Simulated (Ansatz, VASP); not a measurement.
# One calculation of SrTiO3, two programs

```xyz
5
Lattice="3.9050 0.0000 0.0000 0.0000 3.9050 0.0000 0.0000 0.0000 3.9050" Properties=species:S:1:pos:R:3 pbc="T T T"
Sr    0.0000    0.0000    0.0000
Ti    1.9525    1.9525    1.9525
O     0.0000    1.9525    1.9525
O     1.9525    0.0000    1.9525
O     1.9525    1.9525    0.0000
```

Alike in both runs: task electric field gradients; functional PBE; k mesh 7 × 7 × 7; occupations fermi-dirac, width 0.05 eV; no spin polarisation.

|  | VASP | Ansatz |
| --- | --- | --- |
| version | VASP 6.6.1 | Ansatz 0.2.0 |
| potentials or method | VASP PAW PBE potentials, release 64 (Sr_sv, Ti_sv, O) | PAW with Ansatz's default frozen-core files, scalar-relativistic |
| plane-wave cutoff (eV) | 520 | 420 |
| valence electrons in the cell | 40 | 40 |

```tsv
	VASP	Ansatz	Ansatz less VASP
gap on the k mesh at the Fermi level (eV)	1.92	1.95	+0.032
pressure (GPa)	5.0	4.3	-0.65
size of Vzz on the site where it differs most (V/Å²)	11.4	13.0	+1.55
```
